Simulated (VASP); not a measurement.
The system is Se.

```
Se
1.0
     4.06815    0.00000    0.00000
    -2.03407    3.52312    0.00000
     0.00000    0.00000    5.12773
Se
3
Direct
  0.24735 0.00000 0.33333
  0.00000 0.24735 0.66667
  0.75265 0.75265 0.00000
```

```yaml
Program: VASP 6.6.1
Task: relaxation of cell and atoms
Functional: PBE
Potentials_or_basis: VASP PAW PBE potentials, release 64 (Se)
Cutoff: 600 eV
k_mesh: 12 × 12 × 8
Occupations: gaussian, width 0.02 eV
Spin: no spin polarisation
```

At the start: pressure 2.6 GPa; volume 24.50 Å³/atom.

How do energy, volume and symmetry change on relaxing?

Over 16 steps the energy falls by 28.9 meV/atom and the volume is 29.88 Å³/atom (+22.0 %); space group P3_121 (No. 152, to 0.1 Å) before and after.

The path:
```tsv
step	energy change (eV)	largest force (eV/Å)	pressure (GPa)	volume (Å³)
1	0.0000	0.0139	2.57	73.49
2	-0.0184	0.3775	-0.97	77.76
3	-0.0227	0.2632	0.03	76.42
4	-0.0344	0.2255	0.05	77.26
5	-0.0608	0.0743	0.32	79.79
6	-0.0642	0.4353	1.67	84.93
7	-0.0718	0.1784	0.98	82.57
8	-0.0787	0.0759	0.32	84.46
9	-0.0794	0.1159	-0.77	88.19
10	-0.0810	0.0336	-0.35	86.60
11	-0.0835	0.0277	-0.27	87.34
12	-0.0863	0.0099	-0.11	88.77
13	-0.0836	0.0469	0.31	91.61
14	-0.0867	0.0074	0.01	89.51
15	-0.0867	0.0081	0.02	89.56
16	-0.0867	0.0019	-0.02	89.64
```

Final structure:
```yaml
crystal:
  lattice:
    - [4.52885, 0.00000, 0.00000]
    - [-2.26442, 3.92210, 0.00000]
    - [0.00000, 0.00000, 5.04647]
  atoms:
    - { symbol: Se, position: [0.21874, 0.00000, 0.33333] }
    - { symbol: Se, position: [0.00000, 0.21874, 0.66667] }
    - { symbol: Se, position: [0.78126, 0.78126, 0.00000] }
```

Caveat: the volume moved by over 15 % at a fixed basis, so the end points are rough.
